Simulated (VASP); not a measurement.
# CdTe (F-43m) in VASP: further runs, part 2 of 2

VASP 6.6.1. Earlier steps stand in the parts before.

### Step 4. Single point, PBE

This run uses another cell than the first one, of 36.25 Å³/atom.

File INCAR:

```
SYSTEM = CdTe
  PREC = Accurate
  ENCUT = 500
  EDIFF = 1E-6
  ISMEAR = 0
  SIGMA = 0.02
  LREAL = .False.
  LASPH = .True.
  NELM = 120
  ALGO = Normal
  ISIF = 2
  LWAVE = .False.
  LCHARG = .False.
  GGA = PE
  NBANDS = 16
  GGA_COMPAT = .False.
```

File KPOINTS:

```
regular mesh
0
Gamma
  10 10 10
  0 0 0
```

File POSCAR:

```
CdTe
1.0
    0.0000000000      3.3094349698      3.3094349698
    3.3094349698      0.0000000000      3.3094349698
    3.3094349698      3.3094349698      0.0000000000
Cd Te
1 1
Direct
    0.0000000000      0.0000000000      0.0000000000
    0.2500000000      0.2500000000      0.2500000000
```

Potentials or basis: VASP PAW PBE potentials, release 64 (Cd, Te).

The run is started by

```console
$ cat potpaw_PBE.64/Cd/POTCAR potpaw_PBE.64/Te/POTCAR > POTCAR
$ mpirun -np 1 vasp_std > vasp.out
```

OUTCAR:

```text
SYSTEM = CdTe
   PREC = Accurate
   ENCUT = 500
   EDIFF = 1E-6
   ISMEAR = 0
   LREAL = .False.
   LASPH = .True.
   NELM = 120
   ISIF = 2
   GGA = PE

 ion  position               nearest neighbor table
   1  0.000  0.000  0.000-   2 2.87   2 2.87   2 2.87   2 2.87
   2  0.250  0.250  0.250-   1 2.87   1 2.87   1 2.87   1 2.87

  LATTYP: Found a face centered cubic cell.
 ALAT       =     6.6188699396

  Lattice vectors:

 A1 = (   0.0000000000,   3.3094349698,   3.3094349698)
 A2 = (   3.3094349698,   0.0000000000,   3.3094349698)
 A3 = (   3.3094349698,   3.3094349698,   0.0000000000)

Analysis of symmetry for initial positions (statically):
=====================================================================
 Subroutine PRICEL returns:
 Original cell was already a primitive cell.

 Routine SETGRP: Setting up the symmetry group for a
 face centered cubic supercell.

 Subroutine GETGRP returns: Found 24 space group operations
 (whereof 24 operations were pure point group operations)
 out of a pool of 48 trial point group operations.

The static configuration has the point symmetry T_d .

Analysis of symmetry for dynamics (positions and initial velocities):
[... 163 lines left out ...]
 cond. band min:       2.3762219173   @ k =   0.0000   0.0000   0.0000
 fundamental gap:      0.5823532264
 Fermi energy:         1.9031015399

 k-point     1 :       0.0000    0.0000    0.0000
  band No.  band energies     occupation
      1      -9.0387      2.00000
      2      -6.2936      2.00000
      3      -6.2936      2.00000
      4      -6.2936      2.00000
      5      -6.0770      2.00000
      6      -6.0770      2.00000
[... 433 lines left out ...]
      3      -6.1921      2.00000
      4      -6.1360      2.00000
      5      -6.0579      2.00000
      6      -5.8413      2.00000
[... 8 lines left out ...]
     15      12.1620      0.00000
     16      13.2135      0.00000

 [... further k-points ...]

------------------------ aborting loop because EDIFF is reached ----------------------------------------

  FORCE on cell =-STRESS in cart. coord.  units (eV):
  Direction    XX          YY          ZZ          XY          YZ          ZX
  --------------------------------------------------------------------------------------
  -------------------------------------------------------------------------------------
  Total        0.0463010      0.0463010      0.0463010      0.0000000      0.0000000     -0.0000000
  in kB        1.0233148      1.0233148      1.0233148      0.0000000      0.0000000     -0.0000000
  external PRESSURE =       1.0233148 kB  Pullay stress =       0.0000000 kB

 VOLUME and BASIS-vectors are now :
 -----------------------------------------------------------------------------
  energy-cutoff  :      500.00
  volume of cell :       72.49
      direct lattice vectors                 reciprocal lattice vectors
     0.000000000  3.309434970  3.309434970    -0.151083192  0.151083192  0.151083192
     3.309434970  0.000000000  3.309434970     0.151083192 -0.151083192  0.151083192
     3.309434970  3.309434970  0.000000000     0.151083192  0.151083192 -0.151083192

 POSITION                                       TOTAL-FORCE (eV/Angst)
 -----------------------------------------------------------------------------------
      0.00000      0.00000      0.00000         0.000000      0.000000      0.000000
      1.65472      1.65472      1.65472        -0.000000     -0.000000     -0.000000
 -----------------------------------------------------------------------------------
    total drift:                                0.000000      0.000000     -0.000000

  FREE ENERGIE OF THE ION-ELECTRON SYSTEM (eV)
  ---------------------------------------------------
  free  energy   TOTEN  =        -4.8127910612 eV

  energy  without entropy=       -4.8127910612  energy(sigma->0) =       -4.81279106
```

OSZICAR:

```text
N       E                     dE             d eps       ncg     rms          rms(c)
DAV:   1     0.958226173129E+02    0.95823E+02   -0.79615E+03  1520   0.931E+02
DAV:   2    -0.147357559216E+01   -0.97296E+02   -0.92715E+02  1816   0.229E+02
DAV:   3    -0.501224434242E+01   -0.35387E+01   -0.35335E+01  1808   0.450E+01
DAV:   4    -0.504701599009E+01   -0.34772E-01   -0.34770E-01  2272   0.392E+00
DAV:   5    -0.504710580936E+01   -0.89819E-04   -0.89819E-04  1904   0.183E-01    0.493E+00
DAV:   6    -0.482624216750E+01    0.22086E+00   -0.37712E-01  1776   0.697E+00    0.414E+00
DAV:   7    -0.481139072486E+01    0.14851E-01   -0.10139E-01  1776   0.202E+00    0.163E+00
DAV:   8    -0.481234510805E+01   -0.95438E-03   -0.97097E-03  1680   0.110E+00    0.439E-01
DAV:   9    -0.481269599085E+01   -0.35088E-03   -0.97807E-04  1864   0.310E-01    0.941E-02
DAV:  10    -0.481274962838E+01   -0.53638E-04   -0.10647E-04  1888   0.100E-01    0.548E-02
DAV:  11    -0.481279195663E+01   -0.42328E-04   -0.81279E-05  1840   0.528E-02    0.368E-02
DAV:  12    -0.481279106121E+01    0.89542E-06   -0.31295E-06  1776   0.127E-02
   1 F= -.48127911E+01 E0= -.48127911E+01  d E =-.375623E-17
```

stdout:

```text
POSCAR found type information on POSCAR CdTe
 POSCAR found :  2 types and       2 ions
 scaLAPACK will be used
 LDA part: xc-table for (Slater+PW92), standard interpolation
 POSCAR, INCAR and KPOINTS ok, starting setup
 FFT: planning ... GRIDC
 FFT: planning ... GRID_SOFT
 FFT: planning ... GRID
 WAVECAR not read
 entering main loop
```

It took 86 s on 1 thread of Intel Xeon 8259CL, shared host; peak memory 0.23 GiB.

Results:

```
Free energy            : -4.8128 eV
Pressure               : 0.1 GPa
Band gap on the k mesh : 0.58 eV
```

Caveat: semilocal functionals underestimate gaps, and a narrow one can read as zero; spin-orbit coupling is left out, which moves the levels of the heavy elements.

### Step 5. Single point, PBE

This run uses another cell than the first one, of 36.25 Å³/atom.

File INCAR:

```
PREC = Accurate
ENCUT = 500
EDIFF = 1E-6
ISMEAR = 0
SIGMA = 0.02
LREAL = F
LASPH = T
NELM = 120
ALGO = Normal
ISIF = 2
LWAVE = F
LCHARG = F
GGA = PE
NBANDS = 16
GGA_COMPAT = F
```

File KPOINTS:

```
Automatic mesh
0
Gamma
  10 10 10
```

POSCAR is that of step 4.

The run is started by

```console
$ cat potpaw_PBE.64/Cd/POTCAR potpaw_PBE.64/Te/POTCAR > POTCAR
$ mpirun -np 1 vasp_std > vasp.out
```

Run time: 61 s. Hardware: 1 thread of Intel Xeon 8259CL, shared host; peak memory 0.23 GiB.

Results (log left out):

* Free energy: -4.8128 eV
* Pressure: 0.1 GPa
* Band gap on the k mesh: 0.58 eV

Levels at points of the mesh, in eV from the valence-band top:
| k point | band 5 | band 6 | band 7 | band 8 | band 9 | band 10 | band 11 | band 12 | band 13 | band 14 |
| --- | --- | --- | --- | --- | --- | --- | --- | --- | --- | --- |
| (0.00, 0.00, 0.00) | -7.87 | -7.87 | 0.00 | 0.00 | 0.00 | 0.58 | 4.64 | 4.64 | 4.64 | 7.38 |
| (0.50, 0.00, 0.00) | -7.86 | -7.57 | -4.08 | -0.69 | -0.69 | 1.76 | 5.21 | 5.21 | 7.01 | 8.44 |
| (0.50, 0.50, 0.00) | -7.85 | -7.45 | -4.01 | -1.66 | -1.66 | 2.67 | 2.74 | 8.51 | 8.81 | 8.81 |

Caveat: semilocal functionals underestimate gaps, and a narrow one can read as zero; spin-orbit coupling is left out, which moves the levels of the heavy elements.

### Step 6. Relaxation of cell and atoms, PBE

File INCAR:

```
SYSTEM = CdTe
ALGO     = Normal         ! electronic algorithm
EDIFF    = 1E-7           ! SCF threshold, eV
EDIFFG   = -0.002         ! ionic threshold
ENCUT    = 500            ! plane-wave cutoff, eV
GGA      = PE             ! functional
GGA_COMPAT= .FALSE.      
IBRION   = 2              ! ionic algorithm
ISIF     = 3              ! what is computed and relaxed
ISMEAR   = 0              ! smearing method
LASPH    = .TRUE.         ! aspherical terms in the spheres
LCHARG   = .FALSE.        ! write CHGCAR
LREAL    = .FALSE.        ! projectors in reciprocal space
LWAVE    = .FALSE.        ! write WAVECAR
NELM     = 120            ! most SCF steps
NELMIN   = 4            
NSW      = 100            ! ionic steps
PREC     = Accurate       ! precision mode
SIGMA    = 0.02           ! smearing width, eV
```

File KPOINTS:

```
k-points
0
G
  8 8 8
  0 0 0
```

File POSCAR:

```
CdTe
1.0
    0.0000000000      3.2405000000      3.2405000000
    3.2405000000      0.0000000000      3.2405000000
    3.2405000000      3.2405000000      0.0000000000
Cd Te
1 1
Direct
    0.0000000000      0.0000000000      0.0000000000
    0.2500000000      0.2500000000      0.2500000000
```

Potentials or basis: VASP PAW PBE potentials, release 64 (Cd, Te).

The run is started by

```console
$ cat potpaw_PBE.64/Cd/POTCAR potpaw_PBE.64/Te/POTCAR > POTCAR
$ mpirun -np 1 vasp_std > vasp.out
```

OUTCAR:

```text
SYSTEM = CdTe
   EDIFF = 1E-7
   EDIFFG = -0.002
   ENCUT = 500
   GGA = PE
   IBRION = 2
   ISIF = 3
   ISMEAR = 0
   LASPH = .TRUE.
   LREAL = .FALSE.
   NELM = 120
   NELMIN = 4
   NSW = 100
   PREC = Accurate

 ion  position               nearest neighbor table
   1  0.000  0.000  0.000-   2 2.81   2 2.81   2 2.81   2 2.81
   2  0.250  0.250  0.250-   1 2.81   1 2.81   1 2.81   1 2.81

  LATTYP: Found a face centered cubic cell.
 ALAT       =     6.4810000000

  Lattice vectors:

 A1 = (   0.0000000000,   3.2405000000,   3.2405000000)
 A2 = (   3.2405000000,   0.0000000000,   3.2405000000)
 A3 = (   3.2405000000,   3.2405000000,   0.0000000000)

Analysis of symmetry for initial positions (statically):
=====================================================================
 Subroutine PRICEL returns:
 Original cell was already a primitive cell.

[... 341 lines left out ...]
      8       1.7788      2.00000
      9       1.7788      2.00000
     10       2.3548      0.00000
     11       6.4188      0.00000
     12       6.4188      0.00000
     13       6.4188      0.00000
[... 354 lines left out ...]
  band No.  band energies     occupation
      1      -8.6547      2.00000
      2      -6.2316      2.00000
      3      -6.2219      2.00000
      4      -6.1015      2.00000
      5      -6.0847      2.00000
      6      -5.7073      2.00000
      7      -2.1336      2.00000
      8      -0.0719      2.00000
      9       0.6624      2.00000
     10       4.8670      0.00000
     11       6.4400      0.00000
     12       7.6574      0.00000
     13       8.7925      0.00000

 [... further k-points ...]

------------------------ aborting loop because EDIFF is reached ----------------------------------------

  FORCE on cell =-STRESS in cart. coord.  units (eV):
  Direction    XX          YY          ZZ          XY          YZ          ZX
  --------------------------------------------------------------------------------------
  -------------------------------------------------------------------------------------
  Total        0.0022036      0.0022036      0.0022036      0.0000000      0.0000000      0.0000000
  in kB        0.0486077      0.0486077      0.0486077      0.0000000      0.0000000      0.0000000
  external PRESSURE =       0.0486077 kB  Pullay stress =       0.0000000 kB
[... 17 lines left out ...]
  FREE ENERGIE OF THE ION-ELECTRON SYSTEM (eV)
  ---------------------------------------------------
  free  energy   TOTEN  =        -4.8117139708 eV

  energy  without entropy=       -4.8117139708  energy(sigma->0) =       -4.81171397

 reached required accuracy - stopping structural energy minimisation
```

CONTCAR:

```text
CdTe
   1.00000000000000
    -0.0000000000000000    3.3115784491640419    3.3115784491640419
     3.3115784491640419   -0.0000000000000000    3.3115784491640419
     3.3115784491640419    3.3115784491640419    0.0000000000000000
  Cd              Te
     1     1
Direct
     0.0000000000000000    0.0000000000000000    0.0000000000000000
     0.2500000000000000    0.2500000000000000    0.2500000000000000

  0.00000000E+00  0.00000000E+00  0.00000000E+00
  0.00000000E+00  0.00000000E+00  0.00000000E+00
```

It took 3.2 min on 1 thread of Intel Xeon 8259CL, shared host; peak memory 0.23 GiB.

Results:

```yaml
Free_energy: -4.8117 eV
Relaxed_volume: 36.32 Å³/atom
Relaxed_cell: a = 4.683 Å, b = 4.683 Å, c = 4.683 Å, α = 60.00°, β = 60.00°, γ = 60.00°
Space_group_after_relaxing_to_0.1_Å: F-43m (No. 216)
Energy_gained_by_relaxing: 18.2 meV/atom
Ionic_steps: 5
Pressure_after_relaxing: 0.0 GPa
Band_gap_on_the_k_mesh: 0.58 eV
```

The path:
```
step  energy change (eV)  largest force (eV/Å)  pressure (GPa)  volume (Å³)
   1              0.0000                0.0000            2.70        68.06
   2             -0.0341                0.0000           -0.58        73.86
   3             -0.0363                0.0000            0.01        72.62
   4             -0.0363                0.0000           -0.04        72.72
   5             -0.0363                0.0000            0.00        72.63
```

Final structure:
```yaml
crystal:
  lattice:
    - [0.00000, 3.31158, 3.31158]
    - [3.31158, 0.00000, 3.31158]
    - [3.31158, 3.31158, 0.00000]
  atoms:
    - { symbol: Cd, position: [0.00000, 0.00000, 0.00000] }
    - { symbol: Te, position: [0.25000, 0.25000, 0.25000] }
```

Caveat: semilocal functionals underestimate gaps, and a narrow one can read as zero; spin-orbit coupling is left out, which moves the levels of the heavy elements.

### Step 7. Relaxation of cell and atoms, PBE

This run uses another cell than the first one, of 36.25 Å³/atom.

File INCAR:

```
SYSTEM = CdTe
ALGO = Normal
EDIFF = 1E-7
EDIFFG = -0.002
ENCUT = 500
GGA = PE
GGA_COMPAT = .FALSE.
IBRION = 2
ISIF = 3
ISMEAR = 0
LASPH = .TRUE.
LCHARG = .FALSE.
LREAL = .FALSE.
LWAVE = .FALSE.
NELM = 120
NELMIN = 4
NSW = 100
PREC = Accurate
SIGMA = 0.02
```

File KPOINTS:

```
k-points
0
G
  10 10 10
  0 0 0
```

File POSCAR:

```
CdTe
1.0
    0.0000000000      3.3094349698      3.3094349698
    3.3094349698      0.0000000000      3.3094349698
    3.3094349698      3.3094349698      0.0000000000
Cd Te
1 1
Direct
    0.0000000000      0.0000000000      0.0000000000
    0.2500000000      0.2500000000      0.2500000000
```

The run is started by

```console
$ cat potpaw_PBE.64/Cd/POTCAR potpaw_PBE.64/Te/POTCAR > POTCAR
$ mpirun -np 1 vasp_std > vasp.out
```

It took 2.3 min on 1 thread of Intel Xeon 8259CL, shared host; peak memory 0.24 GiB.

It converged, with:

| Quantity | Value |
| --- | --- |
| Free energy | -4.8128 eV |
| Relaxed volume | 36.34 Å³/atom |
| Relaxed cell | a = 4.684 Å, b = 4.684 Å, c = 4.684 Å, α = 60.00°, β = 60.00°, γ = 60.00° |
| Space group after relaxing (to 0.1 Å) | F-43m (No. 216) |
| Energy gained by relaxing | 0.0 meV/atom |
| Ionic steps | 3 |
| Pressure after relaxing | 0.0 GPa |
| Band gap on the k mesh | 0.57 eV |

Final structure:
```
Cd Te
1.0
     0.00000    3.31230    3.31230
     3.31230    0.00000    3.31230
     3.31230    3.31230    0.00000
Cd Te
1 1
Direct
  0.00000 0.00000 0.00000
  0.25000 0.25000 0.25000
```

Levels at points of the mesh, in eV from the valence-band top:
| k point | band 7 | band 8 | band 9 | band 10 | band 11 | band 12 |
| --- | --- | --- | --- | --- | --- | --- |
| (0.00, 0.00, 0.00) | 0.00 | 0.00 | 0.00 | 0.57 | 4.64 | 4.64 |
| (0.50, 0.00, 0.00) | -4.06 | -0.68 | -0.68 | 1.75 | 5.21 | 5.21 |
| (0.50, 0.50, 0.00) | -4.00 | -1.65 | -1.65 | 2.67 | 2.75 | 8.50 |

Caveat: semilocal functionals underestimate gaps, and a narrow one can read as zero; spin-orbit coupling is left out, which moves the levels of the heavy elements.

### Step 8. Overview

```tsv
task	cell	k mesh	smearing	gap on the mesh (eV)	pressure (GPa)	relaxed volume (Å³/atom)
single point	a = 4.583 Å, angles 60.0°, 2 atoms	6 × 6 × 6	gaussian 0.1 eV	0.77	2.7	-
single point	a = 4.680 Å, angles 60.0°, 2 atoms	8 × 8 × 8	gaussian 0.02 eV	0.58	0.1	-
single point	a = 4.680 Å, angles 60.0°, 2 atoms	10 × 10 × 10	gaussian 0.02 eV	0.58	0.1	-
relaxation of cell and atoms	relaxed from a = 4.583 Å, angles 60.0°, 2 atoms	8 × 8 × 8	gaussian 0.02 eV	0.58	0.0	36.32
relaxation of cell and atoms	relaxed from a = 4.680 Å, angles 60.0°, 2 atoms	10 × 10 × 10	gaussian 0.02 eV	0.57	0.0	36.34
```

Alike in all rows: level PBE; potentials or basis VASP PAW PBE potentials, release 64 (Cd, Te); no spin polarisation; cutoff (eV) 500.

Caveats: semilocal functionals underestimate gaps, and a narrow one can read as zero; spin-orbit coupling is left out, which moves the levels of the heavy elements.

Absolute energies hang on the potentials; compare differences alone.
